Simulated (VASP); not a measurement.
# CaSe (I4/mmm) in VASP: a series of runs

Aim: see how the results for CaSe move with the level of theory and the settings. Levels: HSE06, r2SCAN, PBE. Tasks: single point.

Everything below comes from runs of VASP 6.6.1. Logs are shortened: lines on timing, memory, paths and dates and some standing lists are left out, and cuts for length are marked.

## 1. The cell of the first run

It takes space group I4/mmm (No. 139, tetragonal). The conventional cell has a = 4.197 Å, b = 4.197 Å, c = 6.130 Å, α = 90.00°, β = 90.00°, γ = 90.00°. Within 3.9 Å of Ca (site symmetry 4/mmm) lie 6 Se at 2.97 to 3.07 Å. Within 3.9 Å of Se (site symmetry 4/mmm) lie 6 Ca at 2.97 to 3.07 Å.

## 2. Single point, HSE06 (uniaxial z strain +3.3%)

Contents of POSCAR:

```
CaSe
1.0
    0.0000000000      2.9675351259      3.0651670315
    2.9675351259      0.0000000000      3.0651670315
    2.9675351259      2.9675351259      0.0000000000
Ca Se
1 1
Direct
    0.0000000000      0.0000000000      0.0000000000
    0.5000000000      0.5000000000      0.5000000000
```

Contents of INCAR.step1:

```
  ALGO = Normal
  EDIFF = 1E-5
  ENCUT = 520
  GGA = PE
  ISIF = 2
  ISMEAR = 0
  LASPH = T
  LCHARG = F
  LREAL = F
  LWAVE = T
  NBANDS = 15
  NELM = 100
  PREC = Accurate
  SIGMA = 0.01
```

Contents of INCAR.step2:

```
  ALGO = Normal
  EDIFF = 1E-7
  ENCUT = 520
  GGA = PE
  HFSCREEN = 0.2079
  ISIF = 2
  ISMEAR = 0
  ISTART = 1
  LASPH = T
  LCHARG = F
  LHFCALC = T
  LREAL = F
  LWAVE = F
  NBANDS = 15
  NELM = 100
  PREC = Accurate
  PRECFOCK = Normal
  SIGMA = 0.01
```

Contents of KPOINTS:

```
k-points
0
Gamma
  6 6 6
```

Potentials or basis: VASP PAW PBE potentials, release 64 (Ca_sv, Se).

Command:

```console
$ cat potpaw_PBE.64/Ca_sv/POTCAR potpaw_PBE.64/Se/POTCAR > POTCAR
$ cp INCAR.step1 INCAR
$ mpirun -np 1 vasp_std > vasp.out
$ cp INCAR.step2 INCAR
$ mpirun -np 1 vasp_std > vasp.out
```

OUTCAR:

```text
EDIFF = 1E-7
   ENCUT = 520
   GGA = PE
   HFSCREEN = 0.2079
   ISIF = 2
   ISMEAR = 0
   ISTART = 1
   LASPH = T
   LHFCALC = T
   LREAL = F
   NELM = 100
   PREC = Accurate
   PRECFOCK = Normal

 ion  position               nearest neighbor table
   1  0.000  0.000  0.000-   2 2.97   2 2.97   2 2.97   2 2.97
   2  0.500  0.500  0.500-   1 2.97   1 2.97   1 2.97   1 2.97

  LATTYP: Found a body centered tetragonal cell.
 ALAT       =     4.1967284219
 C/A-ratio  =     1.4607411886

  Lattice vectors:

 A1 = (  -2.9675351259,   0.0000000000,   3.0651670315)
 A2 = (   2.9675351259,   0.0000000000,   3.0651670315)
 A3 = (   0.0000000000,   2.9675351259,  -3.0651670315)

Analysis of symmetry for initial positions (statically):
=====================================================================
 Subroutine PRICEL returns:
 Original cell was already a primitive cell.

 Routine SETGRP: Setting up the symmetry group for a
 body centered tetragonal supercell.

 Subroutine GETGRP returns: Found 16 space group operations
 (whereof 16 operations were pure point group operations)
 out of a pool of 16 trial point group operations.

The static configuration has the point symmetry D_4h.

Analysis of symmetry for dynamics (positions and initial velocities):
=====================================================================
 Subroutine PRICEL returns:
 Original cell was already a primitive cell.

 Routine SETGRP: Setting up the symmetry group for a
 body centered tetragonal supercell.

 Subroutine GETGRP returns: Found 16 space group operations
 (whereof 16 operations were pure point group operations)
 out of a pool of 16 trial point group operations.

The dynamic configuration has the point symmetry D_4h.

 Subroutine INISYM returns: Found 16 space group operations
 (whereof 16 operations are pure point group operations),
 and found     1 'primitive' translations

----------------------------------------------------------------------------------------

                                     Primitive cell

  volume of cell :      53.9853

  direct lattice vectors                    reciprocal lattice vectors
     0.000000000  2.967535126  3.065167032    -0.168490002  0.168490002  0.163123247
     2.967535126  0.000000000  3.065167032     0.168490002 -0.168490002  0.163123247
     2.967535126  2.967535126  0.000000000     0.168490002  0.168490002 -0.163123247
[... 101 lines left out ...]
   IALGO  =     38    algorithm
   IMIX   =      1    mixing-type and parameters
     AMIX     =   0.40;   BMIX     =  1.00
     AMIX_MAG =   1.60;   BMIX_MAG =  1.00
  volume/ion in A,a.u.               =      26.99       182.16
  Fermi-wavevector in a.u.,A,eV,Ry     =   1.091498  2.062632 16.209538  1.191367
  Thomas-Fermi vector in A             =   2.227744
   LORBIT       =      0    0 simple, 1 ext, 2 COOP (PROOUT), +10 PAW based schemes
   GGA     = PE    functional components
   LHFCALC =     T    Hartree Fock is set to
   PRECFOCK=normal    Normal, Fast or Accurate (Low or Medium for compatibility)
   ENCUT4O =  -1.0   cutoff for four orbital integrals eV
   NKREDX  =     1    reduce k-point grid by
   NKREDY  =     1    reduce k-point grid by
   NKREDZ  =     1    reduce k-point grid by
   AEXX    =    0.2500 exact exchange contribution
   HFSCREEN=    0.2079 screening length (either q_TF or 0.3 A-1)
   HFSCREENC=   0.2079 screening length for correlation (either q_TF or 0.3 A-1)
   ENCUTFOCK=  -1.0 apply spherical cutoff to Coloumb kernel
   IVDW    =     0    specifies the selected vdW correction
   LEPSILON=     F    determine dielectric tensor
   LRPA    =     F    only Hartree local field effects (RPA)
 non-spin polarized calculation
 Gauss-broadening in eV      SIGMA  =   0.01
  energy-cutoff  :      520.00
  volume of cell :       53.99
 maximum number of plane-waves:      1472
  NGX = 24; NGY = 24; NGZ = 24

 number of electron      15.9999999 magnetization

 Free energy of the ion-electron system (eV)
  ---------------------------------------------------
  ext. energy  EPLUGINS =         0.00000000
  ---------------------------------------------------
  free energy    TOTEN  =       -10.67349531 eV

  energy without entropy =      -10.67349531  energy(sigma->0) =      -10.67349531

 E-fermi :   1.6698     XC(G=0):  -7.4875

 val. band max:        1.5914858309   @ k =   0.0000   0.0000   0.0000
 cond. band min:       4.6679636456   @ k =   0.5000   0.0000   0.5000
 fundamental gap:      3.0764778147
 Fermi energy:         1.6697534860

 k-point     1 :       0.0000    0.0000    0.0000
  band No.  band energies     occupation
      1     -41.3586      2.00000
      2     -20.8748      2.00000
      3     -20.8677      2.00000
      4     -20.8677      2.00000
      5     -11.1658      2.00000
      6       1.5824      2.00000
      7       1.5824      2.00000
      8       1.5915      2.00000
      9       5.6048      0.00000
     10       6.3828      0.00000
     11       6.6122      0.00000
     12       6.6122      0.00000
     13       7.1226      0.00000
     14       7.1953      0.00000
[... 401 lines left out ...]
      2     -20.9417      2.00000
      3     -20.9077      2.00000
      4     -20.8973      2.00000
      5     -10.5136      2.00000
      6      -1.0166      2.00000
      7       0.0671      2.00000
      8       0.5232      2.00000
      9       5.4050      0.00000
     10       8.1316      0.00000
     11       8.4472      0.00000
     12       8.8079      0.00000
     13       9.0328      0.00000
     14       9.1925      0.00000
     15      11.9112      0.00000

 [... further k-points ...]

------------------------ aborting loop because EDIFF is reached ----------------------------------------

  FORCE on cell =-STRESS in cart. coord.  units (eV):
  Direction    XX          YY          ZZ          XY          YZ          ZX
  --------------------------------------------------------------------------------------
  -------------------------------------------------------------------------------------
  Total       -0.1332171     -0.1332171     -0.9543522      0.0000000     -0.0000000      0.0000000
  in kB       -3.9536177     -3.9536177    -28.3232694      0.0000000     -0.0000000      0.0000000
  external PRESSURE =     -12.0768349 kB  Pullay stress =       0.0000000 kB

 VOLUME and BASIS-vectors are now :
 -----------------------------------------------------------------------------
  energy-cutoff  :      520.00
  volume of cell :       53.99
      direct lattice vectors                 reciprocal lattice vectors
     0.000000000  2.967535126  3.065167032    -0.168490002  0.168490002  0.163123247
     2.967535126  0.000000000  3.065167032     0.168490002 -0.168490002  0.163123247
     2.967535126  2.967535126  0.000000000     0.168490002  0.168490002 -0.163123247

 POSITION                                       TOTAL-FORCE (eV/Angst)
 -----------------------------------------------------------------------------------
      0.00000      0.00000      0.00000         0.000000      0.000000     -0.000000
      2.96754      2.96754      3.06517         0.000000      0.000000      0.000000
 -----------------------------------------------------------------------------------
    total drift:                                0.000000      0.000000      0.000001

  FREE ENERGIE OF THE ION-ELECTRON SYSTEM (eV)
  ---------------------------------------------------
  free  energy   TOTEN  =       -10.6734953140 eV

  energy  without entropy=      -10.6734953140  energy(sigma->0) =      -10.67349531
```

OUTCAR.step1:

```text
EDIFF = 1E-5
   ENCUT = 520
   GGA = PE
   ISIF = 2
   ISMEAR = 0
[... 654 lines left out ...]
 -----------------------------------------------------------------------------------
      0.00000      0.00000      0.00000        -0.000000      0.000000      0.000000
      2.96754      2.96754      3.06517         0.000000     -0.000000     -0.000000
 -----------------------------------------------------------------------------------
    total drift:                                0.000000     -0.000000     -0.000000

  FREE ENERGIE OF THE ION-ELECTRON SYSTEM (eV)
  ---------------------------------------------------
  free  energy   TOTEN  =        -9.4742294855 eV

  energy  without entropy=       -9.4742294855  energy(sigma->0) =       -9.47422949
```

It took 58 min on 1 thread of AMD EPYC 9R45 (Zen 5), shared host; peak memory 0.29 GiB.

Results:

- Free energy: -10.6735 eV
- Pressure: -1.2 GPa
- Band gap on the k mesh: 3.08 eV (least direct gap 4.01 eV)

Levels at points of the mesh, in eV from the valence-band top:
| k point | band 5 | band 6 | band 7 | band 8 | band 9 | band 10 | band 11 | band 12 |
| --- | --- | --- | --- | --- | --- | --- | --- | --- |
| (0.00, 0.00, 0.00) | -12.76 | -0.01 | -0.01 | 0.00 | 4.01 | 4.79 | 5.02 | 5.02 |
| (0.50, 0.00, 0.00) | -12.04 | -3.42 | -1.17 | -1.17 | 5.30 | 6.86 | 6.96 | 7.03 |
| (0.50, 0.50, 0.00) | -12.17 | -2.73 | -0.92 | -0.92 | 3.10 | 5.87 | 6.36 | 7.42 |
| (0.50, 0.00, 0.50) | -12.13 | -2.65 | -1.09 | -0.98 | 3.08 | 5.79 | 6.46 | 7.48 |

Caveat: the cell differs from its parent crystal (uniaxial z strain +3.3%); the PAW data sets were made with another functional, which shifts forces and pressure a little. A k mesh can miss the band edges.

## 3. Single point, r2SCAN (uniaxial x strain -1.3%)

Contents of POSCAR:

```
CaSe
1.0
    0.0000000000      2.9675351259      2.9675351259
    2.9277701552      0.0000000000      2.9675351259
    2.9277701552      2.9675351259      0.0000000000
Ca Se
1 1
Direct
    0.0000000000      0.0000000000      0.0000000000
    0.5000000000      0.5000000000      0.5000000000
```

Contents of INCAR.step1:

```
SYSTEM = CaSe
ALGO     = Normal         ! electronic algorithm
EDIFF    = 1E-4           ! SCF threshold, eV
ENCUT    = 520            ! plane-wave cutoff, eV
GGA      = PE             ! functional
ISMEAR   = 0              ! smearing method
LASPH    = .TRUE.         ! aspherical terms in the spheres
LCHARG   = .FALSE.        ! write CHGCAR
LREAL    = .FALSE.        ! projectors in reciprocal space
LWAVE    = .TRUE.         ! write WAVECAR
NBANDS   = 15             ! bands
NELM     = 100            ! most SCF steps
PREC     = Accurate       ! precision mode
SIGMA    = 0.01           ! smearing width, eV
```

Contents of INCAR.step2:

```
SYSTEM = CaSe
ALGO     = Normal         ! electronic algorithm
EDIFF    = 1E-6           ! SCF threshold, eV
ENCUT    = 520            ! plane-wave cutoff, eV
ISIF     = 2              ! what is computed and relaxed
ISMEAR   = 0              ! smearing method
ISTART   = 1            
LASPH    = .TRUE.         ! aspherical terms in the spheres
LCHARG   = .FALSE.        ! write CHGCAR
LMIXTAU  = .TRUE.       
LREAL    = .FALSE.        ! projectors in reciprocal space
LWAVE    = .FALSE.        ! write WAVECAR
METAGGA  = R2SCAN         ! meta-GGA
NBANDS   = 15             ! bands
NELM     = 100            ! most SCF steps
PREC     = Accurate       ! precision mode
SIGMA    = 0.01           ! smearing width, eV
```

Contents of KPOINTS:

```
k-points
0
G
  8 8 8
  0 0 0
```

Potentials or basis: VASP PAW PBE potentials, release 64 (Ca_sv, Se).

Command:

```console
$ cat potpaw_PBE.64/Ca_sv/POTCAR potpaw_PBE.64/Se/POTCAR > POTCAR
$ cp INCAR.step1 INCAR
$ mpirun -np 1 vasp_std > vasp.out
$ cp INCAR.step2 INCAR
$ mpirun -np 1 vasp_std > vasp.out
```

It took 88 s on 1 thread of AMD EPYC 9R45 (Zen 5), shared host; peak memory 0.18 GiB.

It converged, with:

```yaml
Free_energy: -25.9742 eV
Pressure: 1.0 GPa
Band_gap_on_the_k_mesh: 2.47 eV (least direct gap 3.41 eV)
```

Stress tensor (GPa, compression positive):
```
1.98 0.00 0.00
0.00 0.52 0.00
0.00 0.00 0.52
```

Levels at points of the mesh, in eV from the valence-band top:
| k point | band 4 | band 5 | band 6 | band 7 | band 8 | band 9 | band 10 | band 11 | band 12 | band 13 |
| --- | --- | --- | --- | --- | --- | --- | --- | --- | --- | --- |
| (0.00, 0.00, 0.00) | -21.40 | -12.21 | -0.01 | -0.01 | 0.00 | 4.14 | 4.19 | 4.19 | 4.28 | 4.80 |
| (0.50, 0.00, 0.00) | -21.41 | -11.48 | -3.30 | -1.21 | -1.20 | 5.12 | 6.09 | 6.12 | 6.14 | 8.12 |
| (0.50, 0.50, 0.00) | -21.43 | -11.61 | -2.57 | -0.95 | -0.93 | 2.48 | 5.59 | 5.84 | 6.64 | 6.69 |
| (0.00, 0.50, 0.50) | -21.44 | -11.60 | -2.53 | -0.99 | -0.99 | 2.47 | 5.64 | 5.80 | 6.66 | 6.66 |

Caveat: the cell differs from its parent crystal (uniaxial x strain -1.3%); the PAW data sets were made with another functional, which shifts forces and pressure a little.

(Continued in part 2 of 2.)
